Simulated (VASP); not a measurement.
Wanted: the native input for a VASP 6.6.1 run.

```yaml
Task: single point
Functional: PBE
Potentials_or_basis: VASP PAW PBE potentials, release 64 (Al, Y_sv)
Cutoff: 400 eV
k_mesh: 1 × 1 × 1, shifted
Occupations: fermi-dirac, width 0.1301 eV
Spin: no spin polarisation
Dipole_correction: no
Mended: yes
Further_INCAR_settings: LREAL = Auto; ALGO = Normal; EDIFF = 1e-06; NBANDS = 46; ISYM = -1
```

The structure of YAl7 lies in POSCAR:

```
YAl7
1.0
    6.7604440000     -0.0984910000     -0.0055720000
   -0.0984910000      6.7085100000     -0.1408520000
   -0.0055720000     -0.1408520000      6.4081030000
Al Y
14 2
Direct
    0.7163385785      0.2314160298      0.6337847330
    0.6489761293      0.4645188236      0.2908930303
    0.5520850642      0.8641248985      0.3622817764
    0.8631175646      0.7372914149      0.1422096776
    0.8906197608      0.3830969447      0.9724366953
    0.8916598204      0.9781293999      0.8085678103
    0.5653381666      0.0735893144      1.0023565892
    0.4384454344      0.6425212031      1.0120693151
    0.6960111320      0.6399256044      0.7353497557
    0.9211681397      0.1166074302      0.2727638957
    0.2512890082      0.2796998831      0.9607585069
    0.0735446890      0.6410378498      0.7873820465
    0.4111938502      0.4440398191      0.6139754727
    0.2336373166      0.9538168843      0.1736569844
    0.3128832314     -0.0040249978      0.6812617488
    0.1140460767      0.5428454684      0.3271216668
```

One way to write it, as run:

INCAR

```
SYSTEM = YAl7
PREC = Accurate ; ENCUT = 400
EDIFF = 1E-6 ; ISMEAR = -1
SIGMA = 0.1301 ; LREAL = Auto
LASPH = .TRUE. ; NELM = 120
ALGO = Normal ; ISIF = 2
LWAVE = .FALSE. ; LCHARG = .FALSE.
GGA = PE ; NBANDS = 46
ISYM = -1 ; GGA_COMPAT = .FALSE.
```

KPOINTS

```
explicit points
1
Reciprocal
  0.25000000   0.25000000   0.25000000 1
```

Potentials or basis: VASP PAW PBE potentials, release 64 (Al, Y_sv).

Launch:

```bash
$ cat potpaw_PBE.64/Al/POTCAR potpaw_PBE.64/Y_sv/POTCAR > POTCAR
$ mpirun -np 1 vasp_std > vasp.out
```

It gave:

```json
{
 "Pressure": "11.1 GPa",
 "Largest force": "3.316 eV/Å"
}
```

Caveat: the atoms stand as in a frame of molecular dynamics.

Wall time 26 s on 1 thread of Intel(R) Xeon(R) Platinum 8488C (Sapphire Rapids), with other jobs on the host, peak memory 0.29 GiB.
